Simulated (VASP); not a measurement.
Write the native input for VASP 6.6.1 that does the following.

```yaml
Task: single point
Functional: PBE
Potentials_or_basis: VASP PAW PBE potentials, release 64 (Te, Be)
Cutoff: 520 eV
k_mesh: 4 × 4 × 4
Occupations: fermi-dirac, width 0.06 eV
Spin: no spin polarisation
Dipole_correction: no
Further_INCAR_settings: ALGO = Normal; EDIFF = 1e-06; NBANDS = 11
```

The structure of BeTe lies in POSCAR:

```
BeTe
1.0
    0.0000000000      2.7700000000      2.7700000000
    2.7700000000      0.0000000000      2.7700000000
    2.7700000000      2.7700000000      0.0000000000
Te Be
1 1
Direct
    0.7500000000      0.7500000000      0.7500000000
    0.0000000000      0.0000000000      0.0000000000
```

One way to write it, as run:

INCAR

```
SYSTEM = BeTe
PREC = Accurate
ENCUT = 520
EDIFF = 1E-6
ISMEAR = -1
SIGMA = 0.06
LREAL = .FALSE.
LASPH = .TRUE.
NELM = 60
ALGO = Normal
ISIF = 2
LWAVE = .FALSE.
LCHARG = .TRUE.
GGA = PE
LELF = .TRUE.
LVHAR = .TRUE.
NBANDS = 11
```

KPOINTS

```
regular mesh
0
G
  4 4 4
  0 0 0
```

Potentials or basis: VASP PAW PBE potentials, release 64 (Te, Be).

Command:

```console
$ cat potpaw_PBE.64/Te/POTCAR potpaw_PBE.64/Be/POTCAR > POTCAR
$ mpirun -np 1 vasp_std > vasp.out
```

Results of the run:

| Item | Value |
| --- | --- |
| Pressure | 5.0 GPa |
| Band gap on the k mesh | 1.84 eV, indirect (least direct gap 3.55 eV) |

Caveat: the k points lie up to 0.49 Å⁻¹ apart; spin-orbit coupling is left out, which moves the levels of the heavy elements.

Run time: 16 s on 1 thread of AMD EPYC 7R13, with other jobs on the host, peak memory 0.13 GiB.
